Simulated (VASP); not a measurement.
A run of VASP 6.6.1 is set up as follows.

The input INCAR:

```
SYSTEM = V
ALGO     = Normal         ! electronic algorithm
EDIFF    = 1E-6           ! SCF threshold, eV
ENCUT    = 500            ! plane-wave cutoff, eV
GGA      = PS             ! functional
GGA_COMPAT= .FALSE.      
ISIF     = 2              ! what is computed and relaxed
ISMEAR   = 0              ! smearing method
ISPIN    = 2              ! spin polarisation
LASPH    = .TRUE.         ! aspherical terms in the spheres
LCHARG   = .TRUE.         ! write CHGCAR
LELF     = .TRUE.         ! ELF
LMAXMIX  = 4              ! l up to which the mixer works
LORBIT   = 11             ! projections on sites
LREAL    = .FALSE.        ! projectors in reciprocal space
LVHAR    = .TRUE.       
LWAVE    = .FALSE.        ! write WAVECAR
MAGMOM   = 2              ! initial moments
NBANDS   = 16             ! bands
NELM     = 200            ! most SCF steps
PREC     = Accurate       ! precision mode
SIGMA    = 0.1            ! smearing width, eV
```

The input KPOINTS:

```
k-points
0
G
  8 8 8
  0 0 0
```

The input POSCAR:

```
V
1.0
    0.0000000000      1.8963810953      1.8963810953
    1.8963810953      0.0000000000      1.8963810953
    1.8963810953      1.8963810953      0.0000000000
V
1
Direct
    0.0000000000      0.0000000000      0.0000000000
```

Potentials or basis: VASP PAW PBE potentials, release 64 (V_sv).

The run is started by

```sh
$ cat potpaw_PBE.64/V_sv/POTCAR > POTCAR
$ mpirun -np 1 vasp_std > vasp.out
```

**Question.** Predict the pressure.

**Answer.** -2.9 GPa.

**Question.** Estimate the net moment.

**Answer.** 0.00 μB per cell.

Caveat: the moments typed at the start vanished in this run; the PAW data sets were made with another functional, which shifts forces and pressure a little.
